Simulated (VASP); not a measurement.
# AlN (P4/nmm) in VASP: further runs, part 2 of 2

VASP 6.6.1.

## Step 3: Single point, PBE (mode 10 frozen in at +0.000 Å and mode 12 at -0.015 Å (largest displacements))

Input file INCAR:

```
SYSTEM = AlN
PREC = Accurate
ENCUT = 600
EDIFF = 1E-6
ISMEAR = 0
SIGMA = 0.05
LREAL = .FALSE.
LASPH = .TRUE.
NELM = 120
ALGO = Normal
ISIF = 2
LWAVE = .FALSE.
LCHARG = .FALSE.
GGA = PE
NBANDS = 16
GGA_COMPAT = .FALSE.
```

Input file KPOINTS:

```
Automatic mesh
0
G
  8 8 6
  0 0 0
```

Input file POSCAR:

```
AlN
1.0
    0.0000000000     -2.0353166207     -2.0353166207
    0.0000000000      2.0353166207     -2.0353166207
    4.0706332413      0.0000000000      0.0000000000
Al N
2 2
Direct
    0.5000000000      0.5000000000      0.0000069276
    0.0000000000      0.0000000000      0.4999930724
    0.5000000000      0.5000000000      0.4962168048
    0.0000000000      1.0000000000      0.0037831952
```

Potentials or basis: VASP PAW PBE potentials, release 64 (Al, N).

Started as:

```
$ cat potpaw_PBE.64/Al/POTCAR potpaw_PBE.64/N/POTCAR > POTCAR
$ mpirun -np 1 vasp_std > vasp.out
```

OUTCAR:

```text
SYSTEM = AlN
   PREC = Accurate
   ENCUT = 600
   EDIFF = 1E-6
   ISMEAR = 0
   LREAL = .FALSE.
   LASPH = .TRUE.
   NELM = 120
   ISIF = 2
   GGA = PE

 ion  position               nearest neighbor table
   1  0.500  0.500  0.000-   3 2.02   4 2.04   4 2.04   4 2.04   4 2.04   3 2.05   2 2.88   2 2.88
                             2 2.88   2 2.88   2 2.88   2 2.88   2 2.88   2 2.88
   2  0.000  0.000  0.500-   4 2.02   3 2.04   3 2.04   3 2.04   3 2.04   4 2.05   1 2.88   1 2.88
                             1 2.88   1 2.88   1 2.88   1 2.88   1 2.88   1 2.88
   3  0.500  0.500  0.496-   1 2.02   2 2.04   2 2.04   2 2.04   2 2.04   1 2.05
   4  0.000  0.000  0.004-   2 2.02   1 2.04   1 2.04   1 2.04   1 2.04   2 2.05

  LATTYP: Found a simple tetragonal cell.
 ALAT       =     2.8783723687
 C/A-ratio  =     1.4142135623

  Lattice vectors:

 A1 = (   0.0000000000,  -2.0353166207,  -2.0353166207)
 A2 = (   0.0000000000,   2.0353166207,  -2.0353166207)
 A3 = (   4.0706332413,   0.0000000000,   0.0000000000)

Analysis of symmetry for initial positions (statically):
=====================================================================
 Subroutine PRICEL returns:
 Original cell was already a primitive cell.

 Routine SETGRP: Setting up the symmetry group for a
 simple tetragonal supercell.

[... 173 lines left out ...]
 E-fermi :   9.9983     XC(G=0): -12.1910

 val. band max:        9.7045801424   @ k =   0.0000   0.0000   0.0000
 cond. band min:      14.1148576350   @ k =   0.5000   0.5000   0.0000
 fundamental gap:      4.4102774926
 Fermi energy:         9.9982944886

 k-point     1 :       0.0000    0.0000    0.0000
  band No.  band energies     occupation
      1      -7.6687      2.00000
      2      -3.5336      2.00000
      3       2.4561      2.00000
      4       6.9562      2.00000
      5       6.9562      2.00000
      6       9.6971      2.00000
[... 433 lines left out ...]
      3       3.0738      2.00000
      4       3.0738      2.00000
      5       6.5650      2.00000
      6       6.5650      2.00000
[... 8 lines left out ...]
     15      22.5476      0.00000
     16      22.5476      0.00000

 [... further k-points ...]
[... 5 lines left out ...]
  --------------------------------------------------------------------------------------
  -------------------------------------------------------------------------------------
  Total       -0.0693207     -0.0842339     -0.0842339     -0.0000000      0.0000000      0.0000000
  in kB       -3.2931941     -4.0016737     -4.0016737     -0.0000000      0.0000000      0.0000000
  external PRESSURE =      -3.7655139 kB  Pullay stress =       0.0000000 kB

 VOLUME and BASIS-vectors are now :
 -----------------------------------------------------------------------------
  energy-cutoff  :      600.00
  volume of cell :       33.73
      direct lattice vectors                 reciprocal lattice vectors
     0.000000000 -2.035316621 -2.035316621     0.000000000 -0.245662024 -0.245662024
     0.000000000  2.035316621 -2.035316621     0.000000000  0.245662024 -0.245662024
     4.070633241  0.000000000  0.000000000     0.245662024  0.000000000  0.000000000

 POSITION                                       TOTAL-FORCE (eV/Angst)
 -----------------------------------------------------------------------------------
      0.00003      0.00000     -2.03532        -0.001816     -0.000000      0.000000
      2.03529      0.00000      0.00000         0.001816      0.000000     -0.000000
      2.01992      0.00000     -2.03532         0.388807      0.000000      0.000000
      0.01540      0.00000      0.00000        -0.388807     -0.000000     -0.000000
 -----------------------------------------------------------------------------------
    total drift:                                0.000000     -0.000000      0.000000

  FREE ENERGIE OF THE ION-ELECTRON SYSTEM (eV)
  ---------------------------------------------------
  free  energy   TOTEN  =       -29.0891321718 eV

  energy  without entropy=      -29.0891321718  energy(sigma->0) =      -29.08913217
```

stdout:

```text
POSCAR found type information on POSCAR AlN
 POSCAR found :  2 types and       4 ions
 scaLAPACK will be used
 LDA part: xc-table for (Slater+PW92), standard interpolation
 POSCAR, INCAR and KPOINTS ok, starting setup
 FFT: planning ... GRIDC
 FFT: planning ... GRID_SOFT
 FFT: planning ... GRID
 WAVECAR not read
 entering main loop
```

Run time: 27 s. Hardware: 1 thread of Intel Xeon 6975P-C, shared host; peak memory 0.17 GiB.

What came out:

```yaml
Free_energy: -29.0891 eV
Pressure: -0.4 GPa
Largest_force: 0.389 eV/Å
Band_gap_on_the_k_mesh: 4.41 eV
```

Forces in eV/Å, atoms in the order of the input:
```
Al  -0.002  0.000  0.000
Al   0.002  0.000  0.000
N    0.389  0.000  0.000
N   -0.389  0.000  0.000
```

Caveat: the cell differs from its parent crystal (mode 10 frozen in at +0.000 Å and mode 12 at -0.015 Å (largest displacements)). A k mesh can miss the band edges.

## Step 4: Single point, PBE (mode 10 frozen in at +0.000 Å and mode 12 at -0.031 Å (largest displacements))

Input file INCAR:

```
ALGO = Normal ; EDIFF = 1E-6
ENCUT = 600 ; GGA = PE
GGA_COMPAT = F ; ISIF = 2
ISMEAR = 0 ; LASPH = T
LCHARG = T ; LELF = T
LREAL = F ; LVHAR = T
LWAVE = F ; NBANDS = 16
NELM = 120 ; PREC = Accurate
SIGMA = 0.05
```

Input file KPOINTS:

```
k-points
0
Gamma
  8 8 6
```

Input file POSCAR:

```
AlN
1.0
    0.0000000000     -2.0353166207     -2.0353166207
    0.0000000000      2.0353166207     -2.0353166207
    4.0706332413      0.0000000000      0.0000000000
Al N
2 2
Direct
    0.5000000000      0.5000000000      0.0000138551
    0.0000000000      0.0000000000      0.4999861449
    0.5000000000      0.5000000000      0.4924336097
    0.0000000000      1.0000000000      0.0075663903
```

Started as:

```
$ cat potpaw_PBE.64/Al/POTCAR potpaw_PBE.64/N/POTCAR > POTCAR
$ mpirun -np 1 vasp_std > vasp.out
```

Run time: 22 s. Hardware: 1 thread of Intel Xeon 6975P-C, shared host; peak memory 0.17 GiB.

It converged, with:

| Property | Result |
| --- | --- |
| Free energy | -29.0712 eV |
| Pressure | -0.2 GPa |
| Largest force | 0.779 eV/Å |
| Band gap on the k mesh | 4.40 eV |

Forces in eV/Å, atoms in the order of the input:
```
Al  -0.005  0.000  0.000
Al   0.005  0.000  0.000
N    0.779  0.000  0.000
N   -0.779  0.000  0.000
```

Stress tensor (GPa, compression positive):
```
 0.00  0.00  0.00
 0.00 -0.31  0.00
 0.00  0.00 -0.31
```

Levels at points of the mesh, in eV from the valence-band top:
```tsv
k point	band 6	band 7	band 8	band 9	band 10	band 11
(0.00, 0.00, 0.00)	-0.03	0.00	0.00	4.43	5.33	5.36
(0.50, 0.00, 0.00)	-4.06	-1.10	-1.10	8.22	8.22	9.83
(0.50, 0.50, 0.00)	-2.75	-2.74	-2.74	4.40	4.40	5.31
(0.00, 0.00, 0.50)	-1.71	-1.49	-1.49	7.39	7.46	7.50
(0.50, 0.00, 0.50)	-1.05	-1.05	-1.05	5.98	5.98	10.78
(0.50, 0.50, 0.50)	-5.48	-3.87	-3.87	7.87	7.87	10.21
```

Caveat: the cell differs from its parent crystal (mode 10 frozen in at +0.000 Å and mode 12 at -0.031 Å (largest displacements)).
